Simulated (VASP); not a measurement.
HfO2:

```
Hf O
1.0
     0.00000    2.56000    2.56000
     2.56000    0.00000    2.56000
     2.56000    2.56000    0.00000
Hf O
1 2
Direct
  0.00000 0.00000 0.00000
  0.25000 0.25000 0.25000
  0.75000 0.75000 0.75000
```

* Program: VASP 6.6.1
* Task: relaxation of cell and atoms
* Functional: PBEsol
* Potentials or basis: VASP PAW PBE potentials, release 64 (Hf_pv, O)
* Cutoff: 600 eV
* k mesh: 7 × 7 × 7
* Occupations: fermi-dirac, width 0.02 eV
* Spin: no spin polarisation

At the start: pressure -14.4 GPa; volume 11.18 Å³/atom.

Q: Where does the relaxation end?

A: Over 3 steps the energy falls by 30.8 meV/atom and the volume is 10.55 Å³/atom (-5.7 %); space group Fm-3m (No. 225, to 0.1 Å) before and after.

The path:
```
step  energy change (eV)  largest force (eV/Å)  pressure (GPa)  volume (Å³)
   1              0.0000                0.0000          -14.36        33.55
   2              0.1332                0.0000           29.21        28.92
   3             -0.0925                0.0000           -0.40        31.64
```

Final structure:
```
CELL_PARAMETERS angstrom
0.00000 2.51041 2.51041
2.51041 0.00000 2.51041
2.51041 2.51041 0.00000
ATOMIC_POSITIONS crystal
Hf 0.00000 0.00000 0.00000
O 0.25000 0.25000 0.25000
O 0.75000 0.75000 0.75000
```

Caveat: the PAW data sets were made with another functional, which shifts forces and pressure a little.
